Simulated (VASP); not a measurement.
# Mg (Fm-3m) in VASP: further runs

Runs on Mg. Level: LDA. Tasks: single point, relaxation of cell and atoms.

All numbers are computed with VASP 6.6.1; they aren't measurements. Logs are shortened: lines on timing, memory, paths and dates and some standing lists are left out, and cuts for length are marked.

### 1 The cell of the first run

Symmetry: Fm-3m, No. 225, cubic system. The conventional cell has a = 4.433 Å, b = 4.433 Å, c = 4.433 Å, α = 90.00°, β = 90.00°, γ = 90.00°. Within 4.1 Å of Mg (site symmetry m-3m) lie 12 Mg at 3.13 Å.

This isn't the form of Mg at room conditions, which is hcp.

### 2 Single point, LDA

Input file INCAR:

```
  PREC = Accurate
  ENCUT = 600
  EDIFF = 1E-6
  ISMEAR = 0
  SIGMA = 0.05
  LREAL = F
  LASPH = T
  NELM = 120
  ALGO = Normal
  ISIF = 2
  LWAVE = F
  LCHARG = F
  GGA = CA
  NBANDS = 7
  GGA_COMPAT = F
```

Input file KPOINTS:

```
Automatic mesh
0
Gamma
  9 9 9
```

Input file POSCAR:

```
Mg
1.0
    0.0000000000      2.2164379153      2.2164379153
    2.2164379153      0.0000000000      2.2164379153
    2.2164379153      2.2164379153      0.0000000000
Mg
1
Direct
    0.0000000000      0.0000000000      0.0000000000
```

Potentials or basis: VASP PAW LDA potentials, release 64 (Mg).

Command:

```sh
$ cat potpaw_LDA.64/Mg/POTCAR > POTCAR
$ mpirun -np 1 vasp_std > vasp.out
```

OUTCAR:

```text
PREC = Accurate
   ENCUT = 600
   EDIFF = 1E-6
   ISMEAR = 0
   LREAL = F
   LASPH = T
   NELM = 120
   ISIF = 2
   GGA = CA

 ion  position               nearest neighbor table
   1  0.000  0.000  0.000-

  LATTYP: Found a face centered cubic cell.
 ALAT       =     4.4328758306

  Lattice vectors:

 A1 = (   0.0000000000,   2.2164379153,   2.2164379153)
 A2 = (   2.2164379153,   0.0000000000,   2.2164379153)
 A3 = (   2.2164379153,   2.2164379153,   0.0000000000)

Analysis of symmetry for initial positions (statically):
=====================================================================
 Subroutine PRICEL returns:
 Original cell was already a primitive cell.

 Routine SETGRP: Setting up the symmetry group for a
 face centered cubic supercell.

 Subroutine GETGRP returns: Found 48 space group operations
 (whereof 48 operations were pure point group operations)
 out of a pool of 48 trial point group operations.

The static configuration has the point symmetry O_h .

Analysis of symmetry for dynamics (positions and initial velocities):
=====================================================================
 Subroutine PRICEL returns:
 Original cell was already a primitive cell.

 Routine SETGRP: Setting up the symmetry group for a
 face centered cubic supercell.

 Subroutine GETGRP returns: Found 48 space group operations
 (whereof 48 operations were pure point group operations)
 out of a pool of 48 trial point group operations.

The dynamic configuration has the point symmetry O_h .

 Subroutine INISYM returns: Found 48 space group operations
 (whereof 48 operations are pure point group operations),
 and found     1 'primitive' translations

----------------------------------------------------------------------------------------

                                     Primitive cell

  volume of cell :      21.7769

  direct lattice vectors                    reciprocal lattice vectors
     0.000000000  2.216437915  2.216437915    -0.225587189  0.225587189  0.225587189
     2.216437915  0.000000000  2.216437915     0.225587189 -0.225587189  0.225587189
     2.216437915  2.216437915  0.000000000     0.225587189  0.225587189 -0.225587189

  length of vectors
     3.134516560  3.134516560  3.134516560     0.390728474  0.390728474  0.390728474

  position of ions in fractional coordinates (direct lattice)
     0.000000000  0.000000000  0.000000000

[... 63 lines left out ...]
   NGX,Y,Z   is equivalent  to a cutoff of  14.85, 14.85, 14.85 a.u.
   NGXF,Y,Z  is equivalent  to a cutoff of  29.70, 29.70, 29.70 a.u.
 SYSTEM =  unknown system
   PREC   = accura    normal or accurate (medium, high low for compatibility)
   ISTART =      0    job   : 0-new  1-cont  2-samecut
   ICHARG =      2    charge: 1-file 2-atom 10-const
   ISPIN  =      1    spin polarized calculation?
   LNONCOLLINEAR =      F non collinear calculations
   LSORBIT =      F    spin-orbit coupling
   LASPH  =      T    aspherical Exc in radial PAW
   ENCUT  =  600.0 eV  44.10 Ry    6.64 a.u.   6.26  6.26  6.26*2*pi/ulx,y,z
   NELM   =    120;   NELMIN=  2; NELMDL= -5     # of ELM steps
   EDIFF  = 0.1E-05   stopping-criterion for ELM
   LREAL  =      F    real-space projection
[... 7 lines left out ...]
   TEBEG  =    0.0;   TEEND  =   0.0 temperature during run
   PSTRESS=    0.0 pullay stress
   NELECT =       2.0000    total number of electrons
   NUPDOWN=      -1.0000    fix difference up-down
   EMIN   =  10.00;   EMAX   =-10.00  energy-range for DOS
   EFERMI =   0.00;   METHOD = LEGACY
   ISMEAR =     0;   SIGMA  =   0.05  broadening in eV -4-tet -1-fermi 0-gaus
   EFERMI_NEDOS =   21; number of points for ismear=-14 and -15
   IALGO  =     38    algorithm
   IMIX   =      4    mixing-type and parameters
     AMIX     =   0.40;   BMIX     =  1.00
     AMIX_MAG =   1.60;   BMIX_MAG =  1.00
  volume/ion in A,a.u.               =      21.78       146.96
  Fermi-wavevector in a.u.,A,eV,Ry     =   0.738617  1.395784  7.422726  0.545555
  Thomas-Fermi vector in A             =   1.832582
   LORBIT       =      0    0 simple, 1 ext, 2 COOP (PROOUT), +10 PAW based schemes
   GGA     = CA    functional components
   LHFCALC =     F    Hartree Fock is set to
   AEXX    =    0.0000 exact exchange contribution
   IVDW    =     0    specifies the selected vdW correction
   LEPSILON=     F    determine dielectric tensor
   LRPA    =     F    only Hartree local field effects (RPA)
 non-spin polarized calculation
 Gauss-broadening in eV      SIGMA  =   0.05
  energy-cutoff  :      600.00
  volume of cell :       21.78
 maximum number of plane-waves:       745
 NGX is ok and might be reduce to    28
   NGX = 13   NGY = 13   NGZ = 13

 number of electron       2.0000000 magnetization

 Free energy of the ion-electron system (eV)
  ---------------------------------------------------
  ext. energy  EPLUGINS =         0.00000000
  ---------------------------------------------------
  free energy    TOTEN  =        -1.79122577 eV

  energy without entropy =       -1.79054660  energy(sigma->0) =       -1.79088618

 E-fermi :   2.6711     XC(G=0):  -8.8520

 val. band max:        2.6113660226   @ k =  -0.4444   0.2222   0.0000
 cond. band min:       2.6778349180   @ k =  -0.4444   0.4444   0.0000
 fundamental gap:      0.0664688954
 Fermi energy:         2.6710959729

 k-point     1 :       0.0000    0.0000    0.0000
  band No.  band energies     occupation
      1      -4.4014      2.00000
      2      15.3656      0.00000
      3      15.3656      0.00000
      4      15.3656      0.00000
      5      17.4525      0.00000
      6      17.4525      0.00000
      7      17.4525      0.00000
[... 221 lines left out ...]
 k-point    24 :       0.4444    0.4444    0.0000
  band No.  band energies     occupation
      1       1.4332      2.00000
      2       4.7888      0.00000
      3       9.0481      0.00000
      4       9.9700      0.00000
      5       9.9700      0.00000
      6      12.9820      0.00000
      7      26.2754      0.00000

 [... further k-points ...]
[... 5 lines left out ...]
  --------------------------------------------------------------------------------------
  -------------------------------------------------------------------------------------
  Total       -0.0444204     -0.0444204     -0.0444204     -0.0000000     -0.0000000     -0.0000000
  in kB       -3.2681070     -3.2681070     -3.2681070     -0.0000000     -0.0000000     -0.0000000
  external PRESSURE =      -3.2681070 kB  Pullay stress =       0.0000000 kB

 VOLUME and BASIS-vectors are now :
 -----------------------------------------------------------------------------
  energy-cutoff  :      600.00
  volume of cell :       21.78
      direct lattice vectors                 reciprocal lattice vectors
     0.000000000  2.216437915  2.216437915    -0.225587189  0.225587189  0.225587189
     2.216437915  0.000000000  2.216437915     0.225587189 -0.225587189  0.225587189
     2.216437915  2.216437915  0.000000000     0.225587189  0.225587189 -0.225587189

 POSITION                                       TOTAL-FORCE (eV/Angst)
 -----------------------------------------------------------------------------------
      0.00000      0.00000      0.00000        -0.000000     -0.000000      0.000000
 -----------------------------------------------------------------------------------
    total drift:                               -0.000000     -0.000000     -0.000000

  FREE ENERGIE OF THE ION-ELECTRON SYSTEM (eV)
  ---------------------------------------------------
  free  energy   TOTEN  =        -1.7912257680 eV

  energy  without entropy=       -1.7905465965  energy(sigma->0) =       -1.79088618
```

OSZICAR:

```text
N       E                     dE             d eps       ncg     rms          rms(c)
DAV:   1    -0.110409326962E+01   -0.11041E+01   -0.87965E+02   518   0.216E+02
DAV:   2    -0.179938536570E+01   -0.69529E+00   -0.67248E+00   637   0.115E+01
DAV:   3    -0.180191216938E+01   -0.25268E-02   -0.25268E-02   686   0.786E-01
DAV:   4    -0.180191577890E+01   -0.36095E-05   -0.36095E-05   686   0.232E-02
DAV:   5    -0.180191579199E+01   -0.13090E-07   -0.13199E-07   714   0.685E-04    0.636E-01
DAV:   6    -0.179587538794E+01    0.60404E-02   -0.45479E-04   616   0.916E-02    0.403E-01
DAV:   7    -0.179122908860E+01    0.46463E-02   -0.15926E-03   581   0.168E-01    0.211E-02
DAV:   8    -0.179122611083E+01    0.29778E-05   -0.98986E-06   749   0.165E-02    0.461E-03
DAV:   9    -0.179122576798E+01    0.34286E-06   -0.25555E-07   616   0.216E-03
   1 F= -.17912258E+01 E0= -.17908862E+01  d E =-.679171E-03
```

Run time: 3.5 s. Hardware: 1 thread of AMD EPYC 9R45 (Zen 5), shared host; peak memory 0.1 GiB.

Results:

```
Free energy            : -1.7912 eV
Pressure               : -0.3 GPa
Band gap on the k mesh : zero (bands 1 and 2 overlap by 1.45 eV)
```

(Part 1 of 2 ends here.)
